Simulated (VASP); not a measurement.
Write the native input for VASP 6.6.1 that does the following.

```yaml
Task: single point
Functional: r2SCAN
Potentials_or_basis: VASP PAW PBE potentials, release 64 (Cu)
Cutoff: 520 eV
k_mesh: 14 × 14 × 8
Occupations: gaussian, width 0.15 eV
Spin: no spin polarisation
Dipole_correction: no
Further_INCAR_settings: ALGO = Normal; EDIFF = 1e-06; NBANDS = 18
```

Cu:

```
CELL_PARAMETERS angstrom
-1.44769 1.44769 1.36931
1.44769 -1.44769 1.36931
2.89538 2.89538 0.00000
ATOMIC_POSITIONS crystal
Cu 0.97916 0.98822 0.00742
Cu 0.52084 0.51178 0.49258
```

One way to write it, as run:

POSCAR

```
Cu
1.0
   -1.4476911077      1.4476911077      1.3693140242
    1.4476911077     -1.4476911077      1.3693140242
    2.8953822153      2.8953822153      0.0000000000
Cu
2
Direct
   -0.0208448448     -0.0117830505      0.0074184316
    0.5208448448      0.5117830505      0.4925815684
```

INCAR.step1

```
SYSTEM = Cu
  PREC = Accurate
  ENCUT = 520
  ISMEAR = 0
  SIGMA = 0.15
  LREAL = .False.
  LASPH = .True.
  NELM = 80
  NBANDS = 18
  GGA = PE
  ALGO = Normal
  EDIFF = 1E-4
  LWAVE = .True.
  LCHARG = .False.
```

INCAR.step2

```
SYSTEM = Cu
  PREC = Accurate
  ENCUT = 520
  EDIFF = 1E-6
  ISMEAR = 0
  SIGMA = 0.15
  LREAL = .False.
  LASPH = .True.
  NELM = 80
  ALGO = Normal
  ISIF = 2
  LWAVE = .False.
  LCHARG = .False.
  METAGGA = R2SCAN
  LMIXTAU = .True.
  NBANDS = 18
  ISTART = 1
```

KPOINTS

```
Automatic mesh
0
Gamma
  14 14 8
  0 0 0
```

Potentials or basis: VASP PAW PBE potentials, release 64 (Cu).

Launch:

```sh
$ cat potpaw_PBE.64/Cu/POTCAR > POTCAR
$ cp INCAR.step1 INCAR
$ mpirun -np 1 vasp_std > vasp.out
$ cp INCAR.step2 INCAR
$ mpirun -np 1 vasp_std > vasp.out
```

Results of the run:

```json
{
  "Pressure": "1.3 GPa",
  "Largest force": "0.581 eV/Å",
  "Band gap on the k mesh": "zero (bands 11 and 12 overlap by 7.02 eV)"
}
```

Caveat: the PAW data sets were made with another functional, which shifts forces and pressure a little.

It took 9.6 min on 1 thread of Intel(R) Xeon(R) Platinum 8488C (Sapphire Rapids) (shared host), peak memory 0.36 GiB.
